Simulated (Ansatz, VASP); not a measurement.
**Se: VASP beside Ansatz**

```
Se
1.0
     0.00000    3.11187    3.11187
     3.11187    0.00000    3.11187
     3.11187    3.11187    0.00000
Se
2
Direct
  0.50000 0.50000 0.50000
  0.75000 0.75000 0.75000
```

Alike in both runs: task single point; functional r2SCAN; k mesh 6 × 6 × 6; occupations gaussian, width 0.1 eV; no spin polarisation.

|  | VASP | Ansatz |
| --- | --- | --- |
| version | VASP 6.6.1 | Ansatz 0.2.0 |
| potentials or method | VASP PAW PBE potentials, release 64 (Se), cutoff 520 eV | scalar-relativistic, plane waves, PAW |
| valence electrons in the cell | 12 | 32 |

Ansatz gave:

```
gap on the k mesh at the Fermi level (eV) : none
pressure (GPa)                            : 1.4
```

Question: Which values does VASP return?

Answer: gap on the k mesh at the Fermi level (eV): none; pressure (GPa): 1.3.

VASP's potentials were made for PBE, not for r2SCAN. A gap of «none» marks a metal or a gap that the smearing closes. VASP's potentials hold 12 valence electrons a cell and Ansatz's 32, so a difference there can come from the potentials and not from the codes.
